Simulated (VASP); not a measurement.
# Sc (P6_3/mmc) in VASP: further runs, part 2 of 2

VASP 6.6.1. Earlier steps stand in the parts before.

## (3) Single point, LDA

Contents of INCAR:

```
PREC = Accurate
ENCUT = 520
EDIFF = 1E-6
ISMEAR = -1
SIGMA = 0.05
LREAL = False
LASPH = True
NELM = 60
ALGO = Normal
ISIF = 2
LWAVE = False
LCHARG = False
NBANDS = 18
```

Contents of KPOINTS:

```
Automatic mesh
0
Gamma
  18 18 10
```

Contents of POSCAR:

```
Sc
1.0
    2.2887787422      0.0000000000      0.0000000000
   -1.1443893711      1.9821405344      0.0000000000
    0.0000000000      0.0000000000      4.1777631463
Sc
2
Direct
    0.3333333333      0.6666666667      0.2500000000
    0.6666666667      0.3333333333      0.7500000000
```

Potentials or basis: VASP PAW LDA potentials, release 64 (Sc_sv).

Launch:

```
cat potpaw_LDA.64/Sc_sv/POTCAR > POTCAR
mpirun -np 1 vasp_std > vasp.out
```

OUTCAR:

```text
PREC = Accurate
   ENCUT = 520
   EDIFF = 1E-6
   ISMEAR = -1
   LREAL = False
   LASPH = True
   NELM = 60
   ISIF = 2

 ion  position               nearest neighbor table
   1  0.333  0.667  0.250-   2 2.47   2 2.47   2 2.47   2 2.47   2 2.47   2 2.47   2 3.37   2 3.37
                             2 3.37   2 3.37   2 3.37   2 3.37
   2  0.667  0.333  0.750-   1 2.47   1 2.47   1 2.47   1 2.47   1 2.47   1 2.47   1 3.37   1 3.37
                             1 3.37   1 3.37   1 3.37   1 3.37

  LATTYP: Found a hexagonal cell.
 ALAT       =     2.2887787422
 C/A-ratio  =     1.8253241649

  Lattice vectors:

 A1 = (   2.2887787422,   0.0000000000,   0.0000000000)
 A2 = (  -1.1443893711,   1.9821405344,   0.0000000000)
 A3 = (   0.0000000000,   0.0000000000,   4.1777631463)

Analysis of symmetry for initial positions (statically):
=====================================================================
 Subroutine PRICEL returns:
 Original cell was already a primitive cell.

 Routine SETGRP: Setting up the symmetry group for a
 hexagonal supercell.

 Subroutine GETGRP returns: Found 24 space group operations
 (whereof 12 operations were pure point group operations)
 out of a pool of 24 trial point group operations.

The static configuration has the point symmetry D_3d.
 The point group associated with its full space group is D_6h.

Analysis of symmetry for dynamics (positions and initial velocities):
=====================================================================
 Subroutine PRICEL returns:
 Original cell was already a primitive cell.

 Routine SETGRP: Setting up the symmetry group for a
 hexagonal supercell.

 Subroutine GETGRP returns: Found 24 space group operations
 (whereof 12 operations were pure point group operations)
 out of a pool of 24 trial point group operations.

The dynamic configuration has the point symmetry D_3d.
 The point group associated with its full space group is D_6h.

 Subroutine INISYM returns: Found 24 space group operations
 (whereof 12 operations are pure point group operations),
 and found     1 'primitive' translations

----------------------------------------------------------------------------------------

                                     Primitive cell

  volume of cell :      18.9532

  direct lattice vectors                    reciprocal lattice vectors
     2.288778742  0.000000000  0.000000000     0.436914229  0.252252548  0.000000000
    -1.144389371  1.982140534  0.000000000     0.000000000  0.504505096  0.000000000
     0.000000000  0.000000000  4.177763146     0.000000000  0.000000000  0.239362540

  length of vectors
     2.288778742  2.288778742  4.177763146     0.504505096  0.504505096  0.239362540

  position of ions in fractional coordinates (direct lattice)
     0.333333333  0.666666667  0.250000000
     0.666666667  0.333333333  0.750000000

  ion indices of the primitive-cell ions
   primitive index   ion index
                 1           1
                 2           2

----------------------------------------------------------------------------------------

 KPOINTS: Automatic mesh

Automatic generation of k-mesh.
 Grid dimensions read from file:
 generate k-points for:   18   18   10

 Generating k-lattice:

  Cartesian coordinates                     Fractional coordinates (reciprocal lattice)
     0.024273013  0.014014030  0.000000000     0.055555556  0.000000000  0.000000000
     0.000000000  0.028028061  0.000000000     0.000000000  0.055555556  0.000000000
     0.000000000  0.000000000  0.023936254     0.000000000  0.000000000  0.100000000

  Length of vectors
     0.028028061  0.028028061  0.023936254

  Shift w.r.t. Gamma in fractional coordinates (k-lattice)
     0.000000000  0.000000000  0.000000000

 Subroutine IBZKPT returns following result:
 ===========================================

 Found    222 irreducible k-points:

 Following reciprocal coordinates:
            Coordinates               Weight
  0.000000  0.000000  0.000000      1.000000
  0.055556  0.000000  0.000000      6.000000
  0.111111  0.000000  0.000000      6.000000
  0.166667  0.000000  0.000000      6.000000
  0.222222  0.000000  0.000000      6.000000
  0.277778  0.000000  0.000000      6.000000
[... 16 lines left out ...]
  0.333333  0.111111  0.000000     12.000000
  0.388889  0.111111  0.000000     12.000000
 [... further k-points ...]
   k-points           NKPTS =    222   k-points in BZ     NKDIM =    222   number of bands    NBANDS=     18
   number of dos      NEDOS =    301   number of ions     NIONS =      2
   total plane-waves  NPLWV =  10368
   dimension x,y,z NGX =    18 NGY =   18 NGZ =   32
   dimension x,y,z NGXF=    36 NGYF=   36 NGZF=   64
   ions per type =               2
   NGX,Y,Z   is equivalent  to a cutoff of  13.07, 13.07, 12.73 a.u.
   NGXF,Y,Z  is equivalent  to a cutoff of  26.15, 26.15, 25.47 a.u.
 SYSTEM =  unknown system
   PREC   = accura    normal or accurate (medium, high low for compatibility)
   ISTART =      0    job   : 0-new  1-cont  2-samecut
   ICHARG =      2    charge: 1-file 2-atom 10-const
   ISPIN  =      1    spin polarized calculation?
   LNONCOLLINEAR =      F non collinear calculations
   LSORBIT =      F    spin-orbit coupling
   LASPH  =      T    aspherical Exc in radial PAW
   ENCUT  =  520.0 eV  38.22 Ry    6.18 a.u.   4.26  4.26  7.77*2*pi/ulx,y,z
   NELM   =     60;   NELMIN=  2; NELMDL= -5     # of ELM steps
   EDIFF  = 0.1E-05   stopping-criterion for ELM
   LREAL  =      F    real-space projection
   EDIFFG = 0.1E-04   stopping-criterion for IOM
   NSW    =      0    number of steps for IOM
   IBRION =     -1    ionic relax: 0-MD 1-quasi-New 2-CG
   NFREE  =      0    steps in history (QN), initial steepest desc. (CG)
   ISIF   =      2    stress and relaxation
   ISYM   =      2    0-nonsym 1-usesym 2-fastsym
   POTIM  = 0.5000    time-step for ionic-motion
   TEBEG  =    0.0;   TEEND  =   0.0 temperature during run
   PSTRESS=    0.0 pullay stress
   NELECT =      22.0000    total number of electrons
   NUPDOWN=      -1.0000    fix difference up-down
   EMIN   =  10.00;   EMAX   =-10.00  energy-range for DOS
   EFERMI =   0.00;   METHOD = LEGACY
   ISMEAR =    -1;   SIGMA  =   0.05  broadening in eV -4-tet -1-fermi 0-gaus
   EFERMI_NEDOS =   21; number of points for ismear=-14 and -15
   IALGO  =     38    algorithm
   IMIX   =      4    mixing-type and parameters
     AMIX     =   0.40;   BMIX     =  1.00
     AMIX_MAG =   1.60;   BMIX_MAG =  1.00
  volume/ion in A,a.u.               =       9.48        63.95
  Fermi-wavevector in a.u.,A,eV,Ry     =   1.720501  3.251276 40.274947  2.960125
  Thomas-Fermi vector in A             =   2.796929
   LORBIT       =      0    0 simple, 1 ext, 2 COOP (PROOUT), +10 PAW based schemes
   GGA     = CA    functional components
   LHFCALC =     F    Hartree Fock is set to
   AEXX    =    0.0000 exact exchange contribution
   IVDW    =     0    specifies the selected vdW correction
   LEPSILON=     F    determine dielectric tensor
   LRPA    =     F    only Hartree local field effects (RPA)
 non-spin polarized calculation
  energy-cutoff  :      520.00
  volume of cell :       18.95
 maximum number of plane-waves:       538
 NGX is ok and might be reduce to    18
   NGX =  9   NGY =  9   NGZ = 15

 number of electron      21.9999989 magnetization

 Free energy of the ion-electron system (eV)
  ---------------------------------------------------
  ext. energy  EPLUGINS =         0.00000000
  ---------------------------------------------------
  free energy    TOTEN  =        -5.36968699 eV

  energy without entropy =       -5.35749061  energy(sigma->0) =       -5.36358880

 E-fermi :  11.3318     XC(G=0): -14.8863

 val. band max:       11.3230709442   @ k =   0.3889   0.2222   0.3000
 cond. band min:      11.3464457340   @ k =   0.3333   0.2222   0.5000
 fundamental gap:      0.0233747898
 Fermi energy:        11.3318030539

 k-point     1 :       0.0000    0.0000    0.0000
  band No.  band energies     occupation
      1     -37.7730      2.00000
      2     -36.4040      2.00000
      3     -18.2864      2.00000
      4     -13.3489      2.00000
      5     -12.7506      2.00000
      6     -12.7506      2.00000
[... 10 lines left out ...]
     17      17.3325      0.00000
     18      17.3325      0.00000
[... 466 lines left out ...]
      2     -35.1024      2.00000
      3     -18.1785      2.00000
      4     -17.4744      2.00000
      5     -15.6025      2.00000
      6     -14.6622      2.00000
[... 10 lines left out ...]
     17      20.0631      0.00000
     18      20.9348      0.00000

 [... further k-points ...]

------------------------ aborting loop because EDIFF is reached ----------------------------------------

  FORCE on cell =-STRESS in cart. coord.  units (eV):
  Direction    XX          YY          ZZ          XY          YZ          ZX
  --------------------------------------------------------------------------------------
  -------------------------------------------------------------------------------------
  Total       19.7281040     19.7281040     19.4822179      0.0000000      0.0000000      0.0000000
  in kB     1667.6843856   1667.6843856   1646.8987852      0.0000000      0.0000000      0.0000000
  external PRESSURE =    1660.7558521 kB  Pullay stress =       0.0000000 kB

 VOLUME and BASIS-vectors are now :
 -----------------------------------------------------------------------------
  energy-cutoff  :      520.00
  volume of cell :       18.95
      direct lattice vectors                 reciprocal lattice vectors
     2.288778742  0.000000000  0.000000000     0.436914229  0.252252548  0.000000000
    -1.144389371  1.982140534  0.000000000     0.000000000  0.504505096  0.000000000
     0.000000000  0.000000000  4.177763146     0.000000000  0.000000000  0.239362540

 POSITION                                       TOTAL-FORCE (eV/Angst)
 -----------------------------------------------------------------------------------
     -0.00000      1.32143      1.04444        -0.000000      0.000000      0.000000
      1.14439      0.66071      3.13332         0.000000      0.000000      0.000000
 -----------------------------------------------------------------------------------
    total drift:                               -0.000000      0.000000     -0.000000

  FREE ENERGIE OF THE ION-ELECTRON SYSTEM (eV)
  ---------------------------------------------------
  free  energy   TOTEN  =        -5.3696869941 eV

  energy  without entropy=       -5.3574906118  energy(sigma->0) =       -5.36358880
```

stdout:

```text
POSCAR found type information on POSCAR Sc
 POSCAR found :  1 types and       2 ions
 scaLAPACK will be used
 LDA part: xc-table for (Slater(with rela. corr.)+CA(PZ))
 , standard interpolation
 POSCAR, INCAR and KPOINTS ok, starting setup
 FFT: planning ... GRIDC
 FFT: planning ... GRID_SOFT
 FFT: planning ... GRID
 WAVECAR not read
 entering main loop
```

It took 58 s on 1 thread of Intel Xeon Platinum 8259CL at 2.50GHz (Skylake/Cascade Lake), shared host; peak memory 0.17 GiB.

Results:

- Free energy: -5.3697 eV
- Pressure: 166.1 GPa
- Band gap on the k mesh: zero (bands 11 and 12 overlap by 3.35 eV)

Levels at points of the mesh, in eV from the Fermi level:
| k point | band 7 | band 8 | band 9 | band 10 | band 11 | band 12 | band 13 | band 14 | band 15 | band 16 |
| --- | --- | --- | --- | --- | --- | --- | --- | --- | --- | --- |
| (0.00, 0.00, 0.00) | -23.71 | -23.71 | -3.33 | -2.16 | 0.61 | 2.44 | 2.44 | 3.26 | 3.26 | 5.70 |
| (0.50, 0.00, 0.00) | -25.40 | -24.72 | -4.04 | -3.90 | -2.15 | 1.50 | 2.83 | 3.33 | 4.42 | 8.97 |
| (0.00, 0.00, 0.50) | -23.90 | -23.90 | -1.22 | -1.22 | 1.19 | 1.19 | 2.54 | 2.54 | 2.54 | 2.54 |
| (0.50, 0.00, 0.50) | -25.13 | -25.13 | -3.99 | -3.99 | -2.15 | -2.15 | 5.41 | 5.41 | 6.93 | 6.93 |

Caveat: the cell stands under pressure.
